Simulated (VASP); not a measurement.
# ZnS (rocksalt type) (Fm-3m) in VASP: a series of runs

ZnS (rocksalt type) is run at these levels: PBEsol; tasks: single point.

Everything below comes from runs of VASP 6.6.1. Logs are shortened: lines on timing, memory, paths and dates and some standing lists are left out, and cuts for length are marked.

### 1 The cell of the first run

The structure is cubic, space group Fm-3m (No. 225). Conventional cell: a = 4.324 Å, b = 4.324 Å, c = 4.324 Å, α = 90.00°, β = 90.00°, γ = 90.00°. Zn (site symmetry m-3m) has 6 S at 2.16 Å within 2.9 Å. Within 2.9 Å of S (site symmetry m-3m) lie 6 Zn at 2.16 Å.

### 2 Single point, PBEsol (10.11 Å³/atom)

INCAR reads:

```
SYSTEM = ZnS
PREC = Accurate
ENCUT = 500
EDIFF = 1E-6
ISMEAR = -1
SIGMA = 0.05
LREAL = .False.
LASPH = .True.
NELM = 120
ALGO = Normal
ISIF = 2
LWAVE = .False.
LCHARG = .False.
GGA = PS
NBANDS = 16
GGA_COMPAT = .False.
```

KPOINTS reads:

```
Automatic mesh
0
Gamma
  16 16 16
  0 0 0
```

POSCAR reads:

```
ZnS
1.0
    0.0000000000      2.1622143090      2.1622143090
    2.1622143090      0.0000000000      2.1622143090
    2.1622143090      2.1622143090      0.0000000000
Zn S
1 1
Direct
    0.0000000000      0.0000000000      0.0000000000
    0.5000000000      0.5000000000      0.5000000000
```

Potentials or basis: VASP PAW PBE potentials, release 64 (Zn, S).

Started as:

```console
> cat potpaw_PBE.64/Zn/POTCAR potpaw_PBE.64/S/POTCAR > POTCAR
> mpirun -np 1 vasp_std > vasp.out
```

OUTCAR:

```text
SYSTEM = ZnS
   PREC = Accurate
   ENCUT = 500
   EDIFF = 1E-6
   ISMEAR = -1
   LREAL = .False.
   LASPH = .True.
   NELM = 120
   ISIF = 2
   GGA = PS

 ion  position               nearest neighbor table
   1  0.000  0.000  0.000-   2 2.16   2 2.16   2 2.16   2 2.16   2 2.16   2 2.16
   2  0.500  0.500  0.500-   1 2.16   1 2.16   1 2.16   1 2.16   1 2.16   1 2.16

  LATTYP: Found a face centered cubic cell.
 ALAT       =     4.3244286180

  Lattice vectors:

 A1 = (   0.0000000000,   2.1622143090,   2.1622143090)
 A2 = (   2.1622143090,   0.0000000000,   2.1622143090)
 A3 = (   2.1622143090,   2.1622143090,   0.0000000000)

Analysis of symmetry for initial positions (statically):
=====================================================================
 Subroutine PRICEL returns:
 Original cell was already a primitive cell.

 Routine SETGRP: Setting up the symmetry group for a
 face centered cubic supercell.

 Subroutine GETGRP returns: Found 48 space group operations
 (whereof 48 operations were pure point group operations)
 out of a pool of 48 trial point group operations.

The static configuration has the point symmetry O_h .

Analysis of symmetry for dynamics (positions and initial velocities):
=====================================================================
 Subroutine PRICEL returns:
 Original cell was already a primitive cell.

 Routine SETGRP: Setting up the symmetry group for a
 face centered cubic supercell.

 Subroutine GETGRP returns: Found 48 space group operations
 (whereof 48 operations were pure point group operations)
 out of a pool of 48 trial point group operations.

The dynamic configuration has the point symmetry O_h .

 Subroutine INISYM returns: Found 48 space group operations
 (whereof 48 operations are pure point group operations),
 and found     1 'primitive' translations

----------------------------------------------------------------------------------------

                                     Primitive cell

  volume of cell :      20.2174

  direct lattice vectors                    reciprocal lattice vectors
     0.000000000  2.162214309  2.162214309    -0.231244423  0.231244423  0.231244423
     2.162214309  0.000000000  2.162214309     0.231244423 -0.231244423  0.231244423
     2.162214309  2.162214309  0.000000000     0.231244423  0.231244423 -0.231244423

  length of vectors
     3.057832801  3.057832801  3.057832801     0.400527089  0.400527089  0.400527089

  position of ions in fractional coordinates (direct lattice)
     0.000000000  0.000000000  0.000000000
     0.500000000  0.500000000  0.500000000

  ion indices of the primitive-cell ions
   primitive index   ion index
                 1           1
                 2           2

----------------------------------------------------------------------------------------

 KPOINTS: Automatic mesh

Automatic generation of k-mesh.
 Grid dimensions read from file:
 generate k-points for:   16   16   16

 Generating k-lattice:

  Cartesian coordinates                     Fractional coordinates (reciprocal lattice)
    -0.014452776  0.014452776  0.014452776     0.062500000  0.000000000  0.000000000
     0.014452776 -0.014452776  0.014452776     0.000000000  0.062500000  0.000000000
     0.014452776  0.014452776 -0.014452776     0.000000000  0.000000000  0.062500000

  Length of vectors
     0.025032943  0.025032943  0.025032943

  Shift w.r.t. Gamma in fractional coordinates (k-lattice)
     0.000000000  0.000000000  0.000000000

 Subroutine IBZKPT returns following result:
 ===========================================

 Found    145 irreducible k-points:

 Following reciprocal coordinates:
            Coordinates               Weight
  0.000000  0.000000  0.000000      1.000000
  0.062500  0.000000  0.000000      8.000000
  0.125000  0.000000  0.000000      8.000000
  0.187500  0.000000  0.000000      8.000000
  0.250000  0.000000  0.000000      8.000000
  0.312500  0.000000  0.000000      8.000000
[... 16 lines left out ...]
 -0.125000  0.062500  0.000000     24.000000
 -0.062500  0.062500  0.000000     12.000000
 [... further k-points ...]
   k-points           NKPTS =    145   k-points in BZ     NKDIM =    145   number of bands    NBANDS=     16
   number of dos      NEDOS =    301   number of ions     NIONS =      2
   total plane-waves  NPLWV =  13824
   dimension x,y,z NGX =    24 NGY =   24 NGZ =   24
   dimension x,y,z NGXF=    48 NGYF=   48 NGZF=   48
   ions per type =               1   1
   NGX,Y,Z   is equivalent  to a cutoff of  13.05, 13.05, 13.05 a.u.
   NGXF,Y,Z  is equivalent  to a cutoff of  26.10, 26.10, 26.10 a.u.
 SYSTEM =  ZnS
   PREC   = accura    normal or accurate (medium, high low for compatibility)
   ISTART =      0    job   : 0-new  1-cont  2-samecut
   ICHARG =      2    charge: 1-file 2-atom 10-const
   ISPIN  =      1    spin polarized calculation?
   LNONCOLLINEAR =      F non collinear calculations
   LSORBIT =      F    spin-orbit coupling
   LASPH  =      T    aspherical Exc in radial PAW
   ENCUT  =  500.0 eV  36.75 Ry    6.06 a.u.   5.58  5.58  5.58*2*pi/ulx,y,z
   NELM   =    120;   NELMIN=  2; NELMDL= -5     # of ELM steps
   EDIFF  = 0.1E-05   stopping-criterion for ELM
   LREAL  =      F    real-space projection
   EDIFFG = 0.1E-04   stopping-criterion for IOM
   NSW    =      0    number of steps for IOM
   IBRION =     -1    ionic relax: 0-MD 1-quasi-New 2-CG
   NFREE  =      0    steps in history (QN), initial steepest desc. (CG)
   ISIF   =      2    stress and relaxation
   ISYM   =      2    0-nonsym 1-usesym 2-fastsym
   POTIM  = 0.5000    time-step for ionic-motion
   TEBEG  =    0.0;   TEEND  =   0.0 temperature during run
   PSTRESS=    0.0 pullay stress
   NELECT =      18.0000    total number of electrons
   NUPDOWN=      -1.0000    fix difference up-down
   EMIN   =  10.00;   EMAX   =-10.00  energy-range for DOS
   EFERMI =   0.00;   METHOD = LEGACY
   ISMEAR =    -1;   SIGMA  =   0.05  broadening in eV -4-tet -1-fermi 0-gaus
   EFERMI_NEDOS =   21; number of points for ismear=-14 and -15
   IALGO  =     38    algorithm
   IMIX   =      4    mixing-type and parameters
     AMIX     =   0.40;   BMIX     =  1.00
     AMIX_MAG =   1.60;   BMIX_MAG =  1.00
  volume/ion in A,a.u.               =      10.11        68.22
[... 36 lines left out ...]
      3       1.8497      2.00000
      4       1.8569      2.00000
      5       1.8569      2.00000
      6       1.8569      2.00000
[... 8 lines left out ...]
     15      23.7276      0.00000
     16      23.7276      0.00000

 k-point     2 :       0.0625    0.0000    0.0000
  band No.  band energies     occupation
      1      -8.6273      2.00000
      2       1.8103      2.00000
      3       1.8103      2.00000
      4       1.8291      2.00000
      5       1.8764      2.00000
      6       1.8764      2.00000
[... 8 lines left out ...]
     15      22.6831      0.00000
     16      23.2160      0.00000

 k-point     3 :       0.1250    0.0000    0.0000
  band No.  band energies     occupation
      1      -8.3797      2.00000
      2       1.6982      2.00000
      3       1.6982      2.00000
      4       1.7377      2.00000
      5       1.9356      2.00000
      6       1.9356      2.00000
[... 8 lines left out ...]
     15      21.5164      0.00000
     16      23.9877      0.00000

 k-point     4 :       0.1875    0.0000    0.0000
  band No.  band energies     occupation
      1      -7.9734      2.00000
      2       1.5375      2.00000
      3       1.5375      2.00000
      4       1.5524      2.00000
      5       2.0257      2.00000
      6       2.0257      2.00000
[... 8 lines left out ...]
     15      21.2765      0.00000
     16      23.8873      0.00000

 k-point     5 :       0.2500    0.0000    0.0000
  band No.  band energies     occupation
      1      -7.4199      2.00000
      2       1.2039      2.00000
      3       1.3580      2.00000
      4       1.3580      2.00000
      5       2.1346      2.00000
      6       2.1346      2.00000
[... 8 lines left out ...]
     15      21.9188      0.00000
     16      23.6351      0.00000

 k-point     6 :       0.3125    0.0000    0.0000
  band No.  band energies     occupation
      1      -6.7422      2.00000
      2       0.5982      2.00000
      3       1.1878      2.00000
      4       1.1878      2.00000
      5       2.2464      2.00000
      6       2.2464      2.00000
[... 8 lines left out ...]
     15      22.9492      0.00000
     16      23.9710      0.00000

 k-point     7 :       0.3750    0.0000    0.0000
  band No.  band energies     occupation
      1      -5.9894      2.00000
      2      -0.2469      2.00000
      3       1.0500      2.00000
      4       1.0500      2.00000
      5       2.3435      2.00000
      6       2.3435      2.00000
[... 8 lines left out ...]
     15      24.1427      0.00000
     16      25.3500      0.00000

 k-point     8 :       0.4375    0.0000    0.0000
  band No.  band energies     occupation
      1      -5.2884      2.00000
      2      -1.0849      2.00000
      3       0.9610      2.00000
      4       0.9610      2.00000
      5       2.4097      2.00000
      6       2.4097      2.00000
[... 8 lines left out ...]
     15      25.2493      0.00000
     16      26.7351      0.00000

 k-point     9 :       0.5000    0.0000    0.0000
  band No.  band energies     occupation
      1      -4.9583      2.00000
      2      -1.4744      2.00000
      3       0.9303      2.00000
      4       0.9303      2.00000
      5       2.4332      2.00000
      6       2.4332      2.00000
[... 8 lines left out ...]
     15      25.7593      0.00000
     16      27.3875      0.00000
[... 172 lines left out ...]
 k-point    19 :      -0.3750    0.0625    0.0000
  band No.  band energies     occupation
      1      -5.6920      2.00000
      2      -0.5110      2.00000
      3       0.9988      2.00000
      4       1.0481      2.00000
      5       2.3446      2.00000
      6       2.4010      2.00000
[... 8 lines left out ...]
     15      24.3102      0.00000
     16      27.0400      0.00000

 k-point    20 :      -0.3125    0.0625    0.0000
  band No.  band energies     occupation
      1      -6.4379      2.00000
      2       0.3267      2.00000
      3       1.1017      2.00000
      4       1.1899      2.00000
      5       2.2481      2.00000
      6       2.3247      2.00000
[... 8 lines left out ...]
     15      23.8466      0.00000
     16      25.6452      0.00000

 k-point    21 :      -0.2500    0.0625    0.0000
  band No.  band energies     occupation
      1      -7.1415      2.00000
      2       0.9842      2.00000
      3       1.2467      2.00000
      4       1.3668      2.00000
      5       2.1381      2.00000
      6       2.2216      2.00000
[... 8 lines left out ...]
     15      23.9145      0.00000
     16      24.3545      0.00000

 k-point    22 :      -0.1875    0.0625    0.0000
  band No.  band energies     occupation
      1      -7.7354      2.00000
      2       1.3881      2.00000
      3       1.4156      2.00000
      4       1.5509      2.00000
      5       2.0320      2.00000
      6       2.1090      2.00000
[... 8 lines left out ...]
     15      22.9885      0.00000
     16      24.4413      0.00000

 k-point    23 :      -0.1250    0.0625    0.0000
  band No.  band energies     occupation
      1      -8.1898      2.00000
      2       1.5844      2.00000
      3       1.6246      2.00000
      4       1.7007      2.00000
      5       1.9454      2.00000
      6       2.0045      2.00000
[... 8 lines left out ...]
     15      22.3818      0.00000
     16      24.6154      0.00000

 k-point    24 :      -0.0625    0.0625    0.0000
  band No.  band energies     occupation
      1      -8.4896      2.00000
      2       1.7244      2.00000
      3       1.7620      2.00000
      4       1.7927      2.00000
      5       1.8916      2.00000
      6       1.9228      2.00000
[... 8 lines left out ...]
     15      22.6219      0.00000
     16      23.9753      0.00000

 [... further k-points ...]

------------------------ aborting loop because EDIFF is reached ----------------------------------------

  FORCE on cell =-STRESS in cart. coord.  units (eV):
  Direction    XX          YY          ZZ          XY          YZ          ZX
  --------------------------------------------------------------------------------------
  -------------------------------------------------------------------------------------
  Total       15.2818439     15.2818439     15.2818439     -0.0000000     -0.0000000     -0.0000000
  in kB     1211.0445917   1211.0445917   1211.0445917     -0.0000000     -0.0000000     -0.0000000
  external PRESSURE =    1211.0445917 kB  Pullay stress =       0.0000000 kB

 VOLUME and BASIS-vectors are now :
 -----------------------------------------------------------------------------
  energy-cutoff  :      500.00
  volume of cell :       20.22
      direct lattice vectors                 reciprocal lattice vectors
     0.000000000  2.162214309  2.162214309    -0.231244423  0.231244423  0.231244423
     2.162214309  0.000000000  2.162214309     0.231244423 -0.231244423  0.231244423
     2.162214309  2.162214309  0.000000000     0.231244423  0.231244423 -0.231244423

 POSITION                                       TOTAL-FORCE (eV/Angst)
 -----------------------------------------------------------------------------------
      0.00000      0.00000      0.00000         0.000000     -0.000000      0.000000
      2.16221      2.16221      2.16221        -0.000000      0.000000     -0.000000
 -----------------------------------------------------------------------------------
    total drift:                                0.000000     -0.000000     -0.000000

  FREE ENERGIE OF THE ION-ELECTRON SYSTEM (eV)
  ---------------------------------------------------
  free  energy   TOTEN  =        -4.1607968053 eV

  energy  without entropy=       -4.1576901859  energy(sigma->0) =       -4.15924350
```

It took 50 s on 1 thread of Intel Xeon Platinum 8375C at 2.90GHz (Ice Lake), shared host; peak memory 0.17 GiB.

Results:

| Property | Result |
| --- | --- |
| Free energy | -4.1608 eV |
| Pressure | 121.1 GPa |
| Band gap on the k mesh | zero (bands 9 and 10 overlap by 0.69 eV) |

Caveat: the cell stands under pressure; semilocal functionals underestimate gaps, so a narrow gap can read as zero; the PAW data sets were made with another functional, which shifts forces and pressure a little.

### 3 Single point, PBEsol (11.37 Å³/atom)

This run uses another cell than the first one, of 11.37 Å³/atom.

INCAR reads:

```
SYSTEM = ZnS
  ALGO = Normal
  EDIFF = 1E-6
  ENCUT = 500
  GGA = PS
  GGA_COMPAT = .False.
  ISIF = 2
  ISMEAR = -1
  LASPH = .True.
  LCHARG = .True.
  LELF = .True.
  LREAL = .False.
  LVHAR = .True.
  LWAVE = .False.
  NBANDS = 16
  NELM = 120
  PREC = Accurate
  SIGMA = 0.05
```

KPOINTS reads:

```
k-points
0
Gamma
  16 16 16
  0 0 0
```

POSCAR reads:

```
ZnS
1.0
    0.0000000000      2.2487935031      2.2487935031
    2.2487935031      0.0000000000      2.2487935031
    2.2487935031      2.2487935031      0.0000000000
Zn S
1 1
Direct
    0.0000000000      0.0000000000      0.0000000000
    0.5000000000      0.5000000000      0.5000000000
```

Potentials or basis: VASP PAW PBE potentials, release 64 (Zn, S).

Started as:

```console
> cat potpaw_PBE.64/Zn/POTCAR potpaw_PBE.64/S/POTCAR > POTCAR
> mpirun -np 1 vasp_std > vasp.out
```

Wall time 55 s (1 thread of Intel Xeon Platinum 8375C at 2.90GHz (Ice Lake), shared host); peak memory 0.17 GiB.

Results (log left out):

```yaml
Free_energy: -5.6245 eV
Pressure: 68.9 GPa
Band_gap_on_the_k_mesh: zero (bands 9 and 10 overlap by 0.61 eV)
```

Levels at points of the mesh, in eV from the Fermi level:
| k point | band 7 | band 8 | band 9 | band 10 | band 11 | band 12 |
| --- | --- | --- | --- | --- | --- | --- |
| (0.00, 0.00, 0.00) | -1.28 | -1.28 | -1.28 | 5.10 | 8.56 | 8.56 |
| (0.50, 0.00, 0.00) | -6.73 | -0.08 | -0.08 | 3.45 | 4.70 | 4.70 |
| (0.50, 0.50, 0.00) | -6.32 | -4.49 | -4.49 | -0.59 | 4.03 | 15.48 |

Caveat: the cell stands under pressure; semilocal functionals underestimate gaps, so a narrow gap can read as zero; the PAW data sets were made with another functional, which shifts forces and pressure a little.

### 4 Single point, PBEsol (12.64 Å³/atom)

This run uses another cell than the first one, of 12.64 Å³/atom.

INCAR reads:

```
SYSTEM = ZnS
ALGO = Normal
EDIFF = 1E-6
ENCUT = 500
GGA = PS
GGA_COMPAT = .False.
ISIF = 2
ISMEAR = -1
LASPH = .True.
LCHARG = .False.
LREAL = .False.
LWAVE = .False.
NBANDS = 16
NELM = 120
PREC = Accurate
SIGMA = 0.05
```

KPOINTS is that of step 3.

POSCAR reads:

```
ZnS
1.0
    0.0000000000      2.3291747573      2.3291747573
    2.3291747573      0.0000000000      2.3291747573
    2.3291747573      2.3291747573      0.0000000000
Zn S
1 1
Direct
    0.0000000000      0.0000000000      0.0000000000
    0.5000000000      0.5000000000      0.5000000000
```

Started as:

```console
> cat potpaw_PBE.64/Zn/POTCAR potpaw_PBE.64/S/POTCAR > POTCAR
> mpirun -np 1 vasp_std > vasp.out
```

It took 38 s on 1 thread of Intel Xeon Platinum 8375C at 2.90GHz (Ice Lake), shared host; peak memory 0.17 GiB.

It converged, with:

* Free energy: -6.4414 eV
* Pressure: 37.2 GPa
* Band gap on the k mesh: zero (bands 9 and 10 overlap by 0.54 eV)

Levels at points of the mesh, in eV from the Fermi level:
| k point | band 7 | band 8 | band 9 | band 10 | band 11 | band 12 |
| --- | --- | --- | --- | --- | --- | --- |
| (0.00, 0.00, 0.00) | -1.07 | -1.07 | -1.07 | 3.95 | 8.71 | 8.71 |
| (0.50, 0.00, 0.00) | -6.27 | -0.10 | -0.10 | 3.57 | 4.99 | 4.99 |
| (0.50, 0.50, 0.00) | -6.05 | -3.87 | -3.87 | -0.53 | 4.43 | 14.32 |

Caveat: the cell stands under pressure; semilocal functionals underestimate gaps, so a narrow gap can read as zero; the PAW data sets were made with another functional, which shifts forces and pressure a little.

### 5 Single point, PBEsol (12.64 Å³/atom)

This run uses another cell than the first one, of 12.64 Å³/atom.

INCAR reads:

```
PREC = Accurate ; ENCUT = 500
EDIFF = 1E-6 ; ISMEAR = -1
SIGMA = 0.05 ; LREAL = False
LASPH = True ; NELM = 120
ALGO = Normal ; ISIF = 2
LWAVE = False ; LCHARG = True
GGA = PS ; LELF = True
LVHAR = True ; NBANDS = 16
GGA_COMPAT = False
```

KPOINTS reads:

```
regular mesh
0
Gamma
  16 16 16
```

POSCAR is that of step 4.

Started as:

```console
> cat potpaw_PBE.64/Zn/POTCAR potpaw_PBE.64/S/POTCAR > POTCAR
> mpirun -np 1 vasp_std > vasp.out
```

Wall time 57 s (1 thread of Intel Xeon Platinum 8375C at 2.90GHz (Ice Lake), shared host); peak memory 0.18 GiB.

Results (log left out):

```
Free energy            : -6.4414 eV
Pressure               : 37.2 GPa
Band gap on the k mesh : zero (bands 9 and 10 overlap by 0.54 eV)
```

Levels at points of the mesh, in eV from the Fermi level:
| k point | band 5 | band 6 | band 7 | band 8 | band 9 | band 10 | band 11 | band 12 | band 13 | band 14 |
| --- | --- | --- | --- | --- | --- | --- | --- | --- | --- | --- |
| (0.00, 0.00, 0.00) | -7.31 | -7.31 | -1.07 | -1.07 | -1.07 | 3.95 | 8.71 | 8.71 | 8.71 | 12.34 |
| (0.50, 0.00, 0.00) | -6.97 | -6.97 | -6.27 | -0.10 | -0.10 | 3.57 | 4.99 | 4.99 | 9.83 | 14.69 |
| (0.50, 0.50, 0.00) | -6.88 | -6.88 | -6.05 | -3.87 | -3.87 | -0.53 | 4.43 | 14.32 | 14.74 | 14.74 |

Caveat: the cell stands under pressure; semilocal functionals underestimate gaps, so a narrow gap can read as zero; the PAW data sets were made with another functional, which shifts forces and pressure a little.

### 6 Summary

```csv
cell,gap on the mesh (eV),pressure (GPa)
"a = 3.058 Å, angles 60.0°, 2 atoms",none,121.1
"a = 3.180 Å, angles 60.0°, 2 atoms",none,68.9
"a = 3.294 Å, angles 60.0°, 2 atoms",none,37.2
```

Alike in all rows: task single point; level PBEsol; potentials or basis VASP PAW PBE potentials, release 64 (Zn, S); no spin polarisation; k mesh 16 × 16 × 16; cutoff (eV) 500; smearing fermi-dirac 0.05 eV.

Caveats: the cell stands under pressure; semilocal functionals underestimate gaps, so a narrow gap can read as zero; the PAW data sets were made with another functional, which shifts forces and pressure a little.

Total energies depend on the potentials used, so only differences within one code and one set of settings carry meaning.
